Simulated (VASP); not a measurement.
# Mg6F in VASP: notebook

The runs below take Mg6F through single point, with PBE.

Everything below comes from runs of VASP 6.6.1. Logs are shortened: lines on timing, memory, paths and dates and some standing lists are left out, and cuts for length are marked.

### 1 The cell of the first run

The cell holds a slab with vacuum, 7 atoms: a = 3.203 Å, b = 7.978 Å, c = 20.985 Å, α = 90.00°, β = 90.00°, γ = 101.58°.

### 2 Single point, PBE

Contents of INCAR:

```
ALGO = Normal
DIPOL = 0.5 0.5 0.307
EDIFF = 1E-7
ENCUT = 520
GGA = PE
IDIPOL = 3
ISIF = 2
ISMEAR = 0
LASPH = True
LCHARG = False
LDIPOL = True
LREAL = False
LWAVE = False
NBANDS = 18
NELM = 80
PREC = Accurate
SIGMA = 0.1
```

Contents of KPOINTS:

```
k-points
0
Gamma
  9 4 1
```

Contents of POSCAR:

```
Mg6F
1.0
    3.2034417932      0.0000000000      0.0000000000
   -1.6017208966      7.8153198520      0.0000000000
    0.0000000000      0.0000000000     20.9851131634
Mg F
6 1
Direct
    0.8493879956      0.6987759913      0.1906113143
    0.5210014932      0.0420029864      0.2197581863
    0.1926149907      0.3852299814      0.2489050583
    0.3710660944      0.7414803149      0.3283003664
    0.0426232582      0.0834482649      0.3542380799
    0.7128162912      0.4251093731      0.3805132287
    0.7128162912      1.1751093731      0.4300721704
```

Potentials or basis: VASP PAW PBE potentials, release 64 (Mg, F).

Started as:

```bash
$ cat potpaw_PBE.64/Mg/POTCAR potpaw_PBE.64/F/POTCAR > POTCAR
$ mpirun -np 1 vasp_std > vasp.out
```

OUTCAR:

```text
EDIFF = 1E-7
   ENCUT = 520
   GGA = PE
   ISIF = 2
   ISMEAR = 0
   LASPH = True
   LREAL = False
   NELM = 80
   PREC = Accurate

 ion  position               nearest neighbor table
   1  0.849  0.699  0.191-   3 3.17   3 3.17   2 3.18   2 3.18   4 3.32   4 3.32
   2  0.521  0.042  0.220-   3 3.18   3 3.18   1 3.18   1 3.18   5 3.26   5 3.26   4 3.27
   3  0.193  0.385  0.249-   1 3.17   1 3.17   2 3.18   2 3.18   6 3.21   6 3.21   5 3.23   4 3.24

   4  0.371  0.741  0.328-   6 3.14   6 3.14   5 3.16   5 3.16   3 3.24   2 3.27   1 3.32   1 3.32

   5  0.043  0.083  0.354-   7 2.12   7 2.65   6 3.16   4 3.16   6 3.16   4 3.16   3 3.23   2 3.26
                             2 3.26
   6  0.713  0.425  0.381-   7 2.25   4 3.14   4 3.14   5 3.16   5 3.16   3 3.21   3 3.21
   7  0.713  0.175  0.430-   5 2.12   6 2.25   5 2.65

  LATTYP: Found a base centered orthorhombic cell.
 ALAT       =     3.2034417932
 B/A-ratio  =     4.8793268968
 C/A-ratio  =     6.5508020804

  Lattice vectors:

 A1 = (   1.6017208966,  -7.8153198520,   0.0000000000)
 A2 = (   1.6017208966,   7.8153198520,   0.0000000000)
 A3 = (   0.0000000000,   0.0000000000,  20.9851131634)

Analysis of symmetry for initial positions (statically):
=====================================================================
 Subroutine PRICEL returns:
 Original cell was already a primitive cell.

 Routine SETGRP: Setting up the symmetry group for a
 base centered orthorhombic supercell.

 Subroutine GETGRP returns: Found  1 space group operations
 (whereof  1 operations were pure point group operations)
 out of a pool of  8 trial point group operations.

The static configuration has the point symmetry C_1 .

Analysis of symmetry for dynamics (positions and initial velocities):
=====================================================================
 Subroutine PRICEL returns:
 Original cell was already a primitive cell.

 Routine SETGRP: Setting up the symmetry group for a
 base centered orthorhombic supercell.

 Subroutine GETGRP returns: Found  1 space group operations
 (whereof  1 operations were pure point group operations)
 out of a pool of  8 trial point group operations.

The dynamic configuration has the point symmetry C_1 .

 Subroutine INISYM returns: Found  1 space group operations
 (whereof  1 operations are pure point group operations),
 and found     1 'primitive' translations

----------------------------------------------------------------------------------------

                                     Primitive cell

  volume of cell :     525.3817

  direct lattice vectors                    reciprocal lattice vectors
     3.203441793  0.000000000  0.000000000     0.312164249  0.063976908  0.000000000
    -1.601720897  7.815319852  0.000000000     0.000000000  0.127953816  0.000000000
     0.000000000  0.000000000 20.985113163     0.000000000  0.000000000  0.047652829

  length of vectors
     3.203441793  7.977764989 20.985113163     0.318652731  0.127953816  0.047652829

  position of ions in fractional coordinates (direct lattice)
     0.849387996  0.698775991  0.190611314
     0.521001493  0.042002986  0.219758186
     0.192614991  0.385229981  0.248905058
     0.371066094  0.741480315  0.328300366
     0.042623258  0.083448265  0.354238080
     0.712816291  0.425109373  0.380513229
     0.712816291  0.175109373  0.430072170

  ion indices of the primitive-cell ions
   primitive index   ion index
                 1           1
                 2           2
                 3           3
                 4           4
                 5           5
                 6           6
                 7           7

----------------------------------------------------------------------------------------

 KPOINTS: k-points

Automatic generation of k-mesh.
 Grid dimensions read from file:
 generate k-points for:    9    4    1

 Generating k-lattice:

  Cartesian coordinates                     Fractional coordinates (reciprocal lattice)
     0.034684917  0.007108545  0.000000000     0.111111111 -0.000000000  0.000000000
     0.000000000  0.031988454  0.000000000     0.000000000  0.250000000  0.000000000
     0.000000000  0.000000000  0.047652829     0.000000000  0.000000000  1.000000000

  Length of vectors
     0.035405859  0.031988454  0.047652829

  Shift w.r.t. Gamma in fractional coordinates (k-lattice)
     0.000000000  0.000000000  0.000000000

 -----------------------------------------------------------------------------
|                                                                             |
|           W    W    AA    RRRRR   N    N  II  N    N   GGGG   !!!           |
|           W    W   A  A   R    R  NN   N  II  NN   N  G    G  !!!           |
|           W    W  A    A  R    R  N N  N  II  N N  N  G       !!!           |
|           W WW W  AAAAAA  RRRRR   N  N N  II  N  N N  G  GGG   !            |
|           WW  WW  A    A  R   R   N   NN  II  N   NN  G    G                |
|           W    W  A    A  R    R  N    N  II  N    N   GGGG   !!!           |
|                                                                             |
|     Your reciprocal lattice and k-lattice belong to different lattice       |
|     classes:                                                                |
|                                                                             |
|        The reciprocal lattice is base centered orthorhombic,                |
|        whereas your k-lattice is simple monoclinic.                         |
|                                                                             |
|     Results are often still useful ...                                      |
|                                                                             |
 -----------------------------------------------------------------------------

 WARNING: IBZKPT: internal override: KBLOWUP is changed to .FALSE.
      ... skipping the blow-up phase ...

 Subroutine IBZKPT returns following result:
 ===========================================

 Found     19 irreducible k-points:

 Following reciprocal coordinates:
            Coordinates               Weight
  0.000000  0.000000  0.000000      1.000000
  0.111111 -0.000000  0.000000      2.000000
  0.222222 -0.000000  0.000000      2.000000
  0.333333 -0.000000  0.000000      2.000000
  0.444444 -0.000000  0.000000      2.000000
  0.000000  0.250000  0.000000      2.000000
[... 11 lines left out ...]
  0.333333  0.500000  0.000000      2.000000
  0.444444  0.500000  0.000000      2.000000
   k-points           NKPTS =     19   k-points in BZ     NKDIM =     19   number of bands    NBANDS=     18
   number of dos      NEDOS =    301   number of ions     NIONS =      7
   total plane-waves  NPLWV = 230400
   dimension x,y,z NGX =    24 NGY =   60 NGZ =  160
   dimension x,y,z NGXF=    48 NGYF=  120 NGZF=  320
   ions per type =               6   1
   NGX,Y,Z   is equivalent  to a cutoff of  12.46, 12.50, 12.68 a.u.
   NGXF,Y,Z  is equivalent  to a cutoff of  24.91, 25.01, 25.35 a.u.
 SYSTEM =  unknown system
   PREC   = accura    normal or accurate (medium, high low for compatibility)
   ISTART =      0    job   : 0-new  1-cont  2-samecut
   ICHARG =      2    charge: 1-file 2-atom 10-const
   ISPIN  =      1    spin polarized calculation?
   LNONCOLLINEAR =      F non collinear calculations
   LSORBIT =      F    spin-orbit coupling
   LASPH  =      T    aspherical Exc in radial PAW
   ENCUT  =  520.0 eV  38.22 Ry    6.18 a.u.   5.96 14.83 39.02*2*pi/ulx,y,z
   NELM   =     80;   NELMIN=  2; NELMDL= -5     # of ELM steps
   EDIFF  = 0.1E-06   stopping-criterion for ELM
   LREAL  =      F    real-space projection
   EDIFFG = 0.1E-05   stopping-criterion for IOM
   NSW    =      0    number of steps for IOM
   IBRION =     -1    ionic relax: 0-MD 1-quasi-New 2-CG
   NFREE  =      0    steps in history (QN), initial steepest desc. (CG)
   ISIF   =      2    stress and relaxation
   ISYM   =      2    0-nonsym 1-usesym 2-fastsym
   POTIM  = 0.5000    time-step for ionic-motion
   TEBEG  =    0.0;   TEEND  =   0.0 temperature during run
   PSTRESS=    0.0 pullay stress
   NELECT =      19.0000    total number of electrons
   NUPDOWN=      -1.0000    fix difference up-down
   EMIN   =  10.00;   EMAX   =-10.00  energy-range for DOS
   EFERMI =   0.00;   METHOD = LEGACY
   ISMEAR =     0;   SIGMA  =   0.10  broadening in eV -4-tet -1-fermi 0-gaus
   EFERMI_NEDOS =   21; number of points for ismear=-14 and -15
   IALGO  =     38    algorithm
   IMIX   =      4    mixing-type and parameters
     AMIX     =   0.40;   BMIX     =  1.00
     AMIX_MAG =   1.60;   BMIX_MAG =  1.00
  volume/ion in A,a.u.               =      75.05       506.49
  Fermi-wavevector in a.u.,A,eV,Ry     =   0.541379  1.023057  3.987742  0.293091
  Thomas-Fermi vector in A             =   1.568933
   LORBIT       =      0    0 simple, 1 ext, 2 COOP (PROOUT), +10 PAW based schemes
   GGA     = PE    functional components
   LHFCALC =     F    Hartree Fock is set to
   AEXX    =    0.0000 exact exchange contribution
   IVDW    =     0    specifies the selected vdW correction
   LEPSILON=     F    determine dielectric tensor
   LRPA    =     F    only Hartree local field effects (RPA)
 non-spin polarized calculation
 Gauss-broadening in eV      SIGMA  =   0.10
  energy-cutoff  :      520.00
  volume of cell :      525.38
 maximum number of plane-waves:     14191
   NGX = 11   NGY = 29   NGZ = 79

 number of electron      19.0000002 magnetization

 dipolmoment           0.000000      0.000000      0.117410 electrons x Angstroem

 Free energy of the ion-electron system (eV)
  ---------------------------------------------------
  ext. energy  EPLUGINS =         0.00000000
  ---------------------------------------------------
  free energy    TOTEN  =       -13.35209814 eV

  energy without entropy =      -13.34012965  energy(sigma->0) =      -13.34611390

 E-fermi :  -2.1511     XC(G=0):  -3.1851

 val. band max:       -2.1619885762   @ k =  -0.2222   0.2500   0.0000
 cond. band min:      -2.0798107792   @ k =   0.1111   0.5000   0.0000
 fundamental gap:      0.0821777970
 Fermi energy:        -2.1511134800

 k-point     1 :       0.0000    0.0000    0.0000
  band No.  band energies     occupation
      1     -25.5038      2.00000
      2      -8.3523      2.00000
      3      -7.5868      2.00000
      4      -7.3568      2.00000
      5      -6.5275      2.00000
      6      -5.8935      2.00000
[... 10 lines left out ...]
     17       1.5222      0.00000
     18       2.0820      0.00000

 k-point     2 :       0.1111   -0.0000    0.0000
  band No.  band energies     occupation
      1     -25.4940      2.00000
      2      -8.2021      2.00000
      3      -7.5507      2.00000
      4      -7.2775      2.00000
      5      -6.6627      2.00000
      6      -5.7888      2.00000
[... 10 lines left out ...]
     17       2.0051      0.00000
     18       2.2043      0.00000

 k-point     3 :       0.2222   -0.0000    0.0000
  band No.  band energies     occupation
      1     -25.4692      2.00000
      2      -7.8335      2.00000
      3      -7.4631      2.00000
      4      -7.0352      2.00000
      5      -6.9112      2.00000
      6      -5.4575      2.00000
[... 307 lines left out ...]
 k-point    18 :       0.3333    0.5000    0.0000
  band No.  band energies     occupation
      1     -25.4406      2.00000
      2      -7.6251      2.00000
      3      -7.3255      2.00000
      4      -7.1570      2.00000
      5      -6.1433      2.00000
      6      -5.3416      2.00000
[... 10 lines left out ...]
     17       1.3007      0.00000
     18       1.6124      0.00000

 k-point    19 :       0.4444    0.5000    0.0000
  band No.  band energies     occupation
      1     -25.4217      2.00000
      2      -7.7073      2.00000
      3      -7.2151      2.00000
      4      -7.1621      2.00000
      5      -5.0520      2.00000
      6      -4.0328      2.00000
[... 10 lines left out ...]
     17       1.2899      0.00000
     18       1.4971      0.00000

------------------------ aborting loop because EDIFF is reached ----------------------------------------

 vacuum level on the upper side and lower side of the slab       (xc-potential included)         0.360        -0.473

  FORCE on cell =-STRESS in cart. coord.  units (eV):
  Direction    XX          YY          ZZ          XY          YZ          ZX
  --------------------------------------------------------------------------------------
  -------------------------------------------------------------------------------------
  Total       -3.0229098     -3.0106418     -2.7316214      0.3295263      0.4753946      0.0562489
  in kB       -9.2185127     -9.1811009     -8.3302144      1.0049066      1.4497394      0.1715338
  external PRESSURE =      -8.9099426 kB  Pullay stress =       0.0000000 kB

 VOLUME and BASIS-vectors are now :
 -----------------------------------------------------------------------------
  energy-cutoff  :      520.00
  volume of cell :      525.38
      direct lattice vectors                 reciprocal lattice vectors
     3.203441793  0.000000000  0.000000000     0.312164249  0.063976908  0.000000000
    -1.601720897  7.815319852  0.000000000     0.000000000  0.127953816  0.000000000
     0.000000000  0.000000000 20.985113163     0.000000000  0.000000000  0.047652829

 POSITION                                       TOTAL-FORCE (eV/Angst)
 -----------------------------------------------------------------------------------
      1.60172      5.46116      4.00000         0.002494      0.057587      0.127165
      1.60172      0.32827      4.61165        -0.008930     -0.041292      0.051839
      0.00000      3.01070      5.22330         0.019674     -0.021233     -0.020571
      0.00104      5.79491      6.88942        -0.003552     -0.131154     -0.036394
      0.00288      0.65217      7.43373        -0.199167      0.211130      0.972627
      1.60256      3.32237      7.98511         0.210175     -0.536241      0.416016
      2.00299      1.36854      9.02511        -0.020693      0.461204     -1.510683
 -----------------------------------------------------------------------------------
    total drift:                                0.000807      0.000019     -0.000597

  FREE ENERGIE OF THE ION-ELECTRON SYSTEM (eV)
  ---------------------------------------------------
  free  energy   TOTEN  =       -13.3520981406 eV

  energy  without entropy=      -13.3401296502  energy(sigma->0) =      -13.34611390

 vacuum level on the upper side and lower side of the slab         2.337         1.478
```

Wall time 8.4 min (1 thread of Oxide Virtual Turin-like, shared host); peak memory 0.53 GiB.

Results:

- Free energy: -13.3521 eV
- Largest force: 1.580 eV/Å
- Band gap on the k mesh: zero (an odd number of electrons rules out a gap without spin polarisation)

Forces on the atoms (eV/Å):
```
Mg   0.002  0.058  0.127
Mg  -0.009 -0.041  0.052
Mg   0.020 -0.021 -0.021
Mg  -0.004 -0.131 -0.036
Mg  -0.199  0.211  0.973
Mg   0.210 -0.536  0.416
F   -0.021  0.461 -1.511
```

Caveat: an odd number of electrons without spin polarisation forces a metal; a magnetic or distorted state may lie lower.

(Part 1 of 3 ends here.)
